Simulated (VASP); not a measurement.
A run of VASP 6.6.1 is set up as follows.

File INCAR:

```
ALGO = Normal
EDIFF = 1E-6
ENCUT = 520
GGA = CA
ISIF = 2
ISMEAR = -1
LASPH = T
LCHARG = F
LREAL = F
LWAVE = F
NBANDS = 24
NELM = 80
PREC = Accurate
SIGMA = 0.05
```

The input KPOINTS:

```
k-points
0
Gamma
  8 8 6
```

Contents of POSCAR:

```
HfMoC2
1.0
    3.2125588676      0.0000000000      0.0000000000
    0.0000000000      3.2125588676      0.0000000000
    0.0000000000      0.0000000000      4.5148679385
Hf Mo C
1 1 2
Direct
    0.0000000000      0.0000000000      0.0000000000
    0.5000000000      0.5000000000      0.5000000000
    0.5000000000      0.5000000000      0.0000000000
    0.0000000000      0.0000000000      0.5000000000
```

Potentials or basis: VASP PAW LDA potentials, release 64 (Hf_pv, Mo_sv, C).

The run is started by

```console
$ cat potpaw_LDA.64/Hf_pv/POTCAR potpaw_LDA.64/Mo_sv/POTCAR potpaw_LDA.64/C/POTCAR > POTCAR
$ mpirun -np 1 vasp_std > vasp.out
```

What does it give for the pressure?

-18.4 GPa.

What does it give for the band gap on the k mesh?

Zero (bands 16 and 17 overlap by 2.46 eV).

Stress tensor (GPa, compression positive):
```
-16.96   0.00   0.00
  0.00 -16.96   0.00
  0.00   0.00 -21.26
```

Caveat: the cell stands under tension; spin-orbit coupling is left out, which moves the levels of the heavy elements.
